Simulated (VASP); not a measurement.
A run of VASP 6.6.1 is set up as follows.

INCAR

```
SYSTEM = LaHg
ALGO = Normal
EDIFF = 1E-6
ENCUT = 520
GGA = PS
ISIF = 2
ISMEAR = 0
LASPH = .True.
LCHARG = .False.
LREAL = .False.
LWAVE = .False.
NBANDS = 18
NELM = 100
PREC = Accurate
SIGMA = 0.1
```

The input KPOINTS:

```
k-points
0
Gamma
  12 12 12
  0 0 0
```

Contents of POSCAR:

```
LaHg
1.0
    3.8365284999      0.0000000000      0.0000000000
    0.0000000000      3.8365284999      0.0000000000
    0.0000000000      0.0000000000      3.8365284999
La Hg
1 1
Direct
    0.5000000000      0.5000000000      0.5000000000
    0.0000000000      0.0000000000      0.0000000000
```

Potentials or basis: VASP PAW PBE potentials, release 64 (La, Hg).

Launch:

```console
$ cat potpaw_PBE.64/La/POTCAR potpaw_PBE.64/Hg/POTCAR > POTCAR
$ mpirun -np 1 vasp_std > vasp.out
```

(1) What does it give for the pressure?

Answers

(1) 0.0 GPa.

Caveat: the PAW data sets were made with another functional, which shifts forces and pressure a little.
